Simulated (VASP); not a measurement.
# BN (I-4m2) in VASP: single point with HSE06

Aim: the single point of BN with HSE06.

Program: VASP 6.6.1. These are calculated values, not measurements. Logs are shortened: lines on timing, memory, paths and dates and some standing lists are left out, and cuts for length are marked.

## (1) The cell of the first run

Symmetry: I-4m2, No. 119, tetragonal system. Conventional cell: a = 2.509 Å, b = 2.509 Å, c = 3.610 Å, α = 90.00°, β = 90.00°, γ = 90.00°. B (site symmetry -4m2) has 4 N at 1.55 Å within 2.1 Å. N (site symmetry -4m2) has 4 B at 1.55 Å within 2.1 Å.

## (2) Single point, HSE06 (biaxial xy strain -1.7%)

Input file POSCAR:

```
BN
1.0
    0.0000000000      1.7739629383      1.8048254535
    1.7739629383      0.0000000000      1.8048254535
    1.7739629383      1.7739629383      0.0000000000
B N
1 1
Direct
    0.0000000000      0.0000000000      0.0000000000
    0.2500000000      0.2500000000      0.2500000000
```

Input file INCAR.step1:

```
  PREC = Accurate
  ENCUT = 520
  EDIFF = 1E-5
  ISMEAR = 0
  SIGMA = 0.01
  LREAL = False
  LASPH = True
  NELM = 80
  ALGO = Normal
  ISIF = 2
  LWAVE = True
  LCHARG = False
  GGA = PE
  NBANDS = 11
```

Input file INCAR.step2:

```
  PREC = Accurate
  ENCUT = 520
  EDIFF = 1E-7
  ISMEAR = 0
  SIGMA = 0.01
  LREAL = False
  LASPH = True
  NELM = 80
  ALGO = Normal
  ISIF = 2
  LWAVE = False
  LCHARG = False
  GGA = PE
  LHFCALC = True
  HFSCREEN = 0.2079
  PRECFOCK = Normal
  ISTART = 1
  NBANDS = 11
```

Input file KPOINTS:

```
regular mesh
0
Gamma
  8 8 8
```

Potentials or basis: VASP PAW PBE potentials, release 64 (B, N).

On the command line:

```bash
$ cat potpaw_PBE.64/B/POTCAR potpaw_PBE.64/N/POTCAR > POTCAR
$ cp INCAR.step1 INCAR
$ mpirun -np 1 vasp_std > vasp.out
$ cp INCAR.step2 INCAR
$ mpirun -np 1 vasp_std > vasp.out
```

OUTCAR:

```text
PREC = Accurate
   ENCUT = 520
   EDIFF = 1E-7
   ISMEAR = 0
   LREAL = False
   LASPH = True
   NELM = 80
   ISIF = 2
   GGA = PE
   LHFCALC = True
   HFSCREEN = 0.2079
   PRECFOCK = Normal
   ISTART = 1

 ion  position               nearest neighbor table
   1  0.000  0.000  0.000-   2 1.55   2 1.55   2 1.55   2 1.55
   2  0.250  0.250  0.250-   1 1.55   1 1.55   1 1.55   1 1.55

  LATTYP: Found a body centered tetragonal cell.
 ALAT       =     2.5087624465
 C/A-ratio  =     1.4388173388

  Lattice vectors:

 A1 = (  -1.7739629383,   0.0000000000,   1.8048254535)
 A2 = (   1.7739629383,   0.0000000000,   1.8048254535)
 A3 = (   0.0000000000,   1.7739629383,  -1.8048254535)

Analysis of symmetry for initial positions (statically):
=====================================================================
 Subroutine PRICEL returns:
 Original cell was already a primitive cell.

 Routine SETGRP: Setting up the symmetry group for a
 body centered tetragonal supercell.

 Subroutine GETGRP returns: Found  8 space group operations
 (whereof  8 operations were pure point group operations)
 out of a pool of 16 trial point group operations.

The static configuration has the point symmetry D_2d.

Analysis of symmetry for dynamics (positions and initial velocities):
=====================================================================
 Subroutine PRICEL returns:
 Original cell was already a primitive cell.

 Routine SETGRP: Setting up the symmetry group for a
 body centered tetragonal supercell.

 Subroutine GETGRP returns: Found  8 space group operations
 (whereof  8 operations were pure point group operations)
 out of a pool of 16 trial point group operations.

The dynamic configuration has the point symmetry D_2d.

 Subroutine INISYM returns: Found  8 space group operations
 (whereof  8 operations are pure point group operations),
 and found     1 'primitive' translations

----------------------------------------------------------------------------------------

                                     Primitive cell

  volume of cell :      11.3594

  direct lattice vectors                    reciprocal lattice vectors
     0.000000000  1.773962938  1.804825453    -0.281854817  0.281854817  0.277035100
     1.773962938  0.000000000  1.804825453     0.281854817 -0.281854817  0.277035100
     1.773962938  1.773962938  0.000000000     0.281854817  0.281854817 -0.277035100

  length of vectors
     2.530679637  2.530679637  2.508762446     0.485420151  0.485420151  0.485420151

  position of ions in fractional coordinates (direct lattice)
     0.000000000  0.000000000  0.000000000
     0.250000000  0.250000000  0.250000000

  ion indices of the primitive-cell ions
   primitive index   ion index
                 1           1
                 2           2

----------------------------------------------------------------------------------------

 KPOINTS: regular mesh

Automatic generation of k-mesh.
 Grid dimensions read from file:
 generate k-points for:    8    8    8

 Generating k-lattice:

  Cartesian coordinates                     Fractional coordinates (reciprocal lattice)
    -0.035231852  0.035231852  0.034629388     0.125000000  0.000000000  0.000000000
     0.035231852 -0.035231852  0.034629388     0.000000000  0.125000000  0.000000000
     0.035231852  0.035231852 -0.034629388    -0.000000000 -0.000000000  0.125000000

  Length of vectors
     0.060677519  0.060677519  0.060677519

  Shift w.r.t. Gamma in fractional coordinates (k-lattice)
     0.000000000  0.000000000  0.000000000

 Subroutine IBZKPT returns following result:
 ===========================================

 Found     59 irreducible k-points:

 Following reciprocal coordinates:
            Coordinates               Weight
  0.000000  0.000000  0.000000      1.000000
  0.125000  0.000000  0.000000      8.000000
  0.250000  0.000000  0.000000      8.000000
  0.375000 -0.000000  0.000000      8.000000
  0.500000  0.000000  0.000000      4.000000
  0.125000  0.125000  0.000000      2.000000
[... 16 lines left out ...]
  0.250000  0.000000  0.125000     16.000000
  0.375000 -0.000000  0.125000     16.000000
 [... further k-points ...]
   k-points           NKPTS =     59   k-points in BZ     NKDIM =    512   number of bands    NBANDS=     11
   number of dos      NEDOS =    301   number of ions     NIONS =      2
   total plane-waves  NPLWV =   8000
   dimension x,y,z NGX =    20 NGY =   20 NGZ =   20
   dimension x,y,z NGXF=    40 NGYF=   40 NGZF=   40
   ions per type =               1   1
   NGX,Y,Z   is equivalent  to a cutoff of  13.14, 13.14, 13.25 a.u.
   NGXF,Y,Z  is equivalent  to a cutoff of  26.28, 26.28, 26.51 a.u.
 SYSTEM =  unknown system
   PREC   = accura    normal or accurate (medium, high low for compatibility)
   ISTART =      1    job   : 0-new  1-cont  2-samecut
   ICHARG =      0    charge: 1-file 2-atom 10-const
   ISPIN  =      1    spin polarized calculation?
   LNONCOLLINEAR =      F non collinear calculations
   LSORBIT =      F    spin-orbit coupling
   LASPH  =      T    aspherical Exc in radial PAW
   ENCUT  =  520.0 eV  38.22 Ry    6.18 a.u.   4.71  4.71  4.66*2*pi/ulx,y,z
   NELM   =     80;   NELMIN=  2; NELMDL=  0     # of ELM steps
   EDIFF  = 0.1E-06   stopping-criterion for ELM
   LREAL  =      F    real-space projection
   EDIFFG = 0.1E-05   stopping-criterion for IOM
   NSW    =      0    number of steps for IOM
   IBRION =     -1    ionic relax: 0-MD 1-quasi-New 2-CG
   NFREE  =      0    steps in history (QN), initial steepest desc. (CG)
   ISIF   =      2    stress and relaxation
   ISYM   =      3    0-nonsym 1-usesym 2-fastsym
   POTIM  = 0.5000    time-step for ionic-motion
   TEBEG  =    0.0;   TEEND  =   0.0 temperature during run
   PSTRESS=    0.0 pullay stress
   NELECT =       8.0000    total number of electrons
   NUPDOWN=      -1.0000    fix difference up-down
   EMIN   =  10.00;   EMAX   =-10.00  energy-range for DOS
   EFERMI =   0.00;   METHOD = LEGACY
   ISMEAR =     0;   SIGMA  =   0.01  broadening in eV -4-tet -1-fermi 0-gaus
   EFERMI_NEDOS =   21; number of points for ismear=-14 and -15
   IALGO  =     38    algorithm
   IMIX   =      1    mixing-type and parameters
     AMIX     =   0.40;   BMIX     =  1.00
     AMIX_MAG =   1.60;   BMIX_MAG =  1.00
  volume/ion in A,a.u.               =       5.68        38.33
  Fermi-wavevector in a.u.,A,eV,Ry     =   1.456532  2.752447 28.864567  2.121486
  Thomas-Fermi vector in A             =   2.573439
   LORBIT       =      0    0 simple, 1 ext, 2 COOP (PROOUT), +10 PAW based schemes
   GGA     = PE    functional components
   LHFCALC =     T    Hartree Fock is set to
   PRECFOCK=normal    Normal, Fast or Accurate (Low or Medium for compatibility)
   ENCUT4O =  -1.0   cutoff for four orbital integrals eV
   NKREDX  =     1    reduce k-point grid by
   NKREDY  =     1    reduce k-point grid by
   NKREDZ  =     1    reduce k-point grid by
   AEXX    =    0.2500 exact exchange contribution
   HFSCREEN=    0.2079 screening length (either q_TF or 0.3 A-1)
   HFSCREENC=   0.2079 screening length for correlation (either q_TF or 0.3 A-1)
   ENCUTFOCK=  -1.0 apply spherical cutoff to Coloumb kernel
   IVDW    =     0    specifies the selected vdW correction
   LEPSILON=     F    determine dielectric tensor
   LRPA    =     F    only Hartree local field effects (RPA)
 non-spin polarized calculation
 Gauss-broadening in eV      SIGMA  =   0.01
  energy-cutoff  :      520.00
  volume of cell :       11.36
 maximum number of plane-waves:       322
  NGX = 16; NGY = 16; NGZ = 14

 number of electron       7.9999998 magnetization

 Free energy of the ion-electron system (eV)
  ---------------------------------------------------
  ext. energy  EPLUGINS =         0.00000000
  ---------------------------------------------------
  free energy    TOTEN  =       -20.31422528 eV

  energy without entropy =      -20.31422528  energy(sigma->0) =      -20.31422528

 E-fermi :   7.1882     XC(G=0): -10.6372

 val. band max:        7.0850907679   @ k =   0.0000   0.0000   0.0000
 cond. band min:      12.7434432744   @ k =   0.5000   0.0000   0.5000
 fundamental gap:      5.6583525066
 Fermi energy:         7.1881527991

 k-point     1 :       0.0000    0.0000    0.0000
  band No.  band energies     occupation
      1     -15.5517      2.00000
      2       6.9015      2.00000
      3       7.0851      2.00000
      4       7.0851      2.00000
      5      17.7383      0.00000
      6      17.7383      0.00000
      7      17.8639      0.00000
      8      19.8269      0.00000
      9      34.5259      0.00000
     10      36.7711      0.00000
     11      37.2551      0.00000

 k-point     2 :       0.1250    0.0000    0.0000
  band No.  band energies     occupation
      1     -15.1305      2.00000
      2       4.9446      2.00000
      3       6.5274      2.00000
      4       6.6782      2.00000
      5      18.1752      0.00000
      6      18.3863      0.00000
      7      18.5063      0.00000
      8      21.0747      0.00000
      9      33.5085      0.00000
     10      33.9548      0.00000
     11      34.2448      0.00000

 k-point     3 :       0.2500    0.0000    0.0000
  band No.  band energies     occupation
      1     -13.9054      2.00000
      2       0.9003      2.00000
      3       5.6534      2.00000
      4       5.8707      2.00000
      5      18.7343      0.00000
      6      19.4777      0.00000
      7      19.4992      0.00000
      8      23.2226      0.00000
      9      32.5862      0.00000
     10      33.0294      0.00000
     11      33.0696      0.00000

 k-point     4 :       0.3750   -0.0000    0.0000
  band No.  band energies     occupation
      1     -12.0873      2.00000
      2      -2.9934      2.00000
      3       4.9519      2.00000
      4       5.2234      2.00000
      5      19.0936      0.00000
      6      19.8491      0.00000
      7      19.8837      0.00000
      8      24.4673      0.00000
      9      32.8627      0.00000
     10      34.6948      0.00000
     11      34.7479      0.00000

 k-point     5 :       0.5000    0.0000    0.0000
  band No.  band energies     occupation
      1     -10.8278      2.00000
      2      -4.9897      2.00000
      3       4.6959      2.00000
      4       4.9881      2.00000
      5      19.1725      0.00000
      6      19.8765      0.00000
      7      19.8804      0.00000
      8      24.8132      0.00000
      9      33.1873      0.00000
     10      36.7282      0.00000
     11      36.8789      0.00000
[... 211 lines left out ...]
 k-point    21 :       0.5000    0.5000    0.0000
  band No.  band energies     occupation
      1      -9.4339      2.00000
      2      -3.1959      2.00000
      3       1.6756      2.00000
      4       1.6756      2.00000
      5      13.0642      0.00000
      6      18.2700      0.00000
      7      28.0867      0.00000
      8      28.0867      0.00000
      9      30.7406      0.00000
     10      37.5421      0.00000
     11      43.7537      0.00000

 k-point    22 :       0.1250    0.0000    0.1250
  band No.  band energies     occupation
      1     -14.9838      2.00000
      2       5.6739      2.00000
      3       5.7111      2.00000
      4       5.8148      2.00000
      5      16.9820      0.00000
      6      19.3480      0.00000
      7      19.6716      0.00000
      8      21.0589      0.00000
      9      30.1825      0.00000
     10      35.9016      0.00000
     11      37.7290      0.00000

 k-point    23 :       0.2500    0.0000    0.1250
  band No.  band energies     occupation
      1     -14.0204      2.00000
      2       2.3077      2.00000
      3       4.7385      2.00000
      4       5.4697      2.00000
      5      17.1555      0.00000
      6      20.4662      0.00000
      7      20.9910      0.00000
      8      22.1731      0.00000
      9      28.9129      0.00000
     10      35.9281      0.00000
     11      36.3765      0.00000

 k-point    24 :       0.3750   -0.0000    0.1250
  band No.  band energies     occupation
      1     -12.3725      2.00000
      2      -1.5749      2.00000
      3       4.1174      2.00000
      4       4.5732      2.00000
      5      17.8581      0.00000
      6      20.8858      0.00000
      7      21.4948      0.00000
      8      23.3697      0.00000
      9      30.2261      0.00000
     10      35.6672      0.00000
     11      37.0177      0.00000

 [... further k-points ...]

------------------------ aborting loop because EDIFF is reached ----------------------------------------

  FORCE on cell =-STRESS in cart. coord.  units (eV):
  Direction    XX          YY          ZZ          XY          YZ          ZX
  --------------------------------------------------------------------------------------
  -------------------------------------------------------------------------------------
  Total        1.0205415      1.0205415      0.1824761      0.0000000      0.0000000     -0.0000000
  in kB      143.9418097    143.9418097     25.7372553      0.0000000      0.0000000     -0.0000000
  external PRESSURE =     104.5402915 kB  Pullay stress =       0.0000000 kB

 VOLUME and BASIS-vectors are now :
 -----------------------------------------------------------------------------
  energy-cutoff  :      520.00
  volume of cell :       11.36
      direct lattice vectors                 reciprocal lattice vectors
     0.000000000  1.773962938  1.804825453    -0.281854817  0.281854817  0.277035100
     1.773962938  0.000000000  1.804825453     0.281854817 -0.281854817  0.277035100
     1.773962938  1.773962938  0.000000000     0.281854817  0.281854817 -0.277035100

 POSITION                                       TOTAL-FORCE (eV/Angst)
 -----------------------------------------------------------------------------------
      0.00000      0.00000      0.00000        -0.000000     -0.000000      0.000000
      0.88698      0.88698      0.90241         0.000000      0.000000     -0.000000
 -----------------------------------------------------------------------------------
    total drift:                               -0.000000     -0.000000      0.000001

  FREE ENERGIE OF THE ION-ELECTRON SYSTEM (eV)
  ---------------------------------------------------
  free  energy   TOTEN  =       -20.3142252773 eV

  energy  without entropy=      -20.3142252773  energy(sigma->0) =      -20.31422528
```

It took 40 min on 1 thread of AMD EPYC 7R43 (Zen 3), shared host; peak memory 0.19 GiB.

Results:

```
Free energy            : -20.3142 eV
Pressure               : 10.5 GPa
Band gap on the k mesh : 5.66 eV (least direct gap 10.65 eV)
```

Stress tensor (GPa, compression positive):
```
14.39  0.00  0.00
 0.00 14.39  0.00
 0.00  0.00  2.57
```

Caveat: the cell differs from its parent crystal (biaxial xy strain -1.7%); the cell stands under pressure; the PAW data sets were made with another functional, which shifts forces and pressure a little.
